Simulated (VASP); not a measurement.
**Mg: single point with PBE**

The system is Mg.

```
CELL_PARAMETERS angstrom
-1.73918 1.73918 1.59085
1.73918 -1.73918 1.59085
1.73918 1.73918 -1.59085
ATOMIC_POSITIONS crystal
Mg 0.00000 0.00000 0.00000
```

```json
{
  "Program": "VASP 6.6.1",
  "Task": "single point",
  "Functional": "PBE",
  "Potentials or basis": "VASP PAW PBE potentials, release 64 (Mg)",
  "Cutoff": "520 eV",
  "k mesh": "14 × 14 × 14",
  "Occupations": "gaussian, width 0.05 eV",
  "Spin": "no spin polarisation",
  "Dipole correction": "no",
  "Further INCAR settings": "ALGO = Normal; EDIFF = 1e-06; NBANDS = 7"
}
```

```json
{
  "Pressure": "8.7 GPa",
  "Band gap on the k mesh": "zero (band 1 reaches 7.21 eV, above the bottom of band 2 at 2.32 eV)"
}
```

Stress tensor (GPa, compression positive):
```
8.18 0.00 0.00
0.00 8.18 0.00
0.00 0.00 9.88
```

Levels at points of the mesh, in eV from the Fermi level:
| k point | band 1 | band 2 | band 3 | band 4 | band 5 |
| --- | --- | --- | --- | --- | --- |
| (0.00, 0.00, 0.00) | -7.75 | 12.97 | 15.04 | 15.04 | 15.36 |
| (0.50, 0.00, 0.00) | -1.58 | -0.64 | 8.74 | 10.28 | 10.84 |
| (0.50, 0.50, 0.00) | -2.05 | -1.33 | 10.55 | 12.06 | 12.74 |
| (0.50, 0.50, 0.50) | 3.55 | 3.66 | 3.66 | 4.32 | 6.10 |

Wall time 25 s on 1 thread of AMD EPYC 7R43 64-Core Processor (Zen 3), on a shared host, peak memory 0.12 GiB.
